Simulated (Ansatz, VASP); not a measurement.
# KCl in VASP and in Ansatz

```
K Cl
1.0
     0.00000    3.18918    3.18918
     3.18918    0.00000    3.18918
     3.18918    3.18918    0.00000
K Cl
1 1
Cartesian
  0.0000 0.0000 0.0000
  3.1892 3.1892 3.1892
```

Alike in both runs: task single point; functional PBE; k mesh 6 × 6 × 6; no spin polarisation.

|  | VASP | Ansatz |
| --- | --- | --- |
| version | VASP 6.6.1 | Ansatz 0.2.0 |
| potentials or method | VASP PAW PBE potentials, release 64 (K_sv, Cl) | plane waves, PAW |
| plane-wave cutoff (eV) | 520 | 420 |
| occupations | gaussian, width 0.01 eV | fixed |
| valence electrons in the cell | 16 | 16 |

|  | VASP | Ansatz | Ansatz less VASP |
| --- | --- | --- | --- |
| gap on the k mesh at the Fermi level (eV) | 5.05 | 5.05 | +0.002 |
| pressure (GPa) | 0.0 | 0.0 | -0.01 |
